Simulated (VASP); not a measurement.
Runs of VASP 6.6.1 on SiC. The structure is that of space group F-43m (No. 216), or close to it. The cells are those of the table. 

```tsv
level	cell	smearing	gap on the mesh (eV)	pressure (GPa)	largest force (eV/Å)
PBE	a = 3.182 Å, angles 60.0°, 2 atoms	fermi-dirac 0.02 eV	1.44	-14.8	-
PBE	a = 3.081, b = 3.081, c = 3.144 Å, angles 59.3, 59.3, 58.6°, 2 atoms	fermi-dirac 0.02 eV	1.07	3.8	0.04
r2SCAN	a = 3.182 Å, angles 60.0°, 2 atoms	gaussian 0.01 eV	1.78	(d)	-
r2SCAN	a = 3.060 Å, angles 58.2°, 2 atoms	gaussian 0.01 eV	(a)	16.3	-
PBE	a = 3.060 Å, angles 58.2°, 2 atoms	fermi-dirac 0.02 eV	1.08	(b)	(c)
```

Alike in all rows: task single point; potentials or basis VASP PAW PBE potentials, release 64 (Si, C); no spin polarisation; k mesh 10 × 10 × 10; cutoff (eV) 520.

**Question.** Fill in the values left out.

**Answer.** (a) 1.46; (b) 19.8; (c) 0.05; (d) -18.4.

Caveats: the PAW data sets were made with another functional, which shifts forces and pressure a little (some runs).

A k mesh can miss the band edges.
